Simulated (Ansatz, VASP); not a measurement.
Si16C15: VASP beside Ansatz

```
CELL_PARAMETERS angstrom
3.09412 -5.35917 0.00000
-6.18824 0.00000 0.00000
0.00000 0.00000 -10.12934
ATOMIC_POSITIONS crystal
Si 0.33369 0.16767 0.06387
Si 0.83406 0.16842 0.06205
Si 0.33282 0.66721 0.06206
Si 0.83407 0.66721 0.06205
Si 0.16715 0.33414 0.56221
Si 0.66667 0.33412 0.56221
Si 0.16715 0.83458 0.56221
Si 0.66700 0.83428 0.56137
Si 0.50187 0.50408 0.31165
Si 0.00030 0.50092 0.31265
Si 0.50191 0.99931 0.31166
Si 0.99709 0.99931 0.31165
Si 0.00136 0.00147 0.81262
Si 0.49978 0.00148 0.81261
Si 0.00030 0.50093 0.81157
Si 0.49979 0.49990 0.81260
C 0.83529 0.17089 0.24905
C 0.33035 0.66593 0.24905
C 0.83525 0.66591 0.24905
C 0.16706 0.33419 0.75051
C 0.66679 0.33419 0.75052
C 0.16706 0.83445 0.75052
C 0.66697 0.83428 0.75118
C 0.00104 0.00130 0.49984
C 0.49998 0.00129 0.49984
C 0.00030 0.50094 0.49986
C 0.49997 0.50025 0.49983
C 0.50021 0.00105 0.00129
C 0.00055 0.00106 0.00130
C 0.50023 0.50078 0.00127
C 0.00031 0.50094 0.99877
```

Change from the starting cell: C vacancy (site b), charge +0, atoms relaxed at the host's cell.

Alike in both runs: functional PBE; k mesh 2 × 2 × 2; occupations gaussian, width 0.01 eV; no spin polarisation.

Ansatz relaxed the structure, and its values are those at the end. VASP's run is a single point on that final structure, the one shown.

|  | VASP | Ansatz |
| --- | --- | --- |
| version | VASP 6.6.1 | Ansatz 0.2.0 |
| potentials or method | VASP PAW PBE potentials, release 64 (Si, C), cutoff 520 eV | scalar-relativistic, plane waves, PAW |
| valence electrons in the cell | 124 | 124 |

Ansatz gave:

```
gap on the k mesh at the Fermi level (eV) : 0.20
least direct gap on the mesh (eV)         : 0.63
rms of the force components (eV/Å)        : 0.003
```

Task: What did VASP give for the same quantities?

Result: gap on the k mesh at the Fermi level (eV): 0.19; least direct gap on the mesh (eV): 0.63; rms of the force components (eV/Å): 0.004.

With one functional, cell and mesh, what is left measures potentials, basis and numerics.

The k mesh is coarse, so the values compare programs but aren't converged.
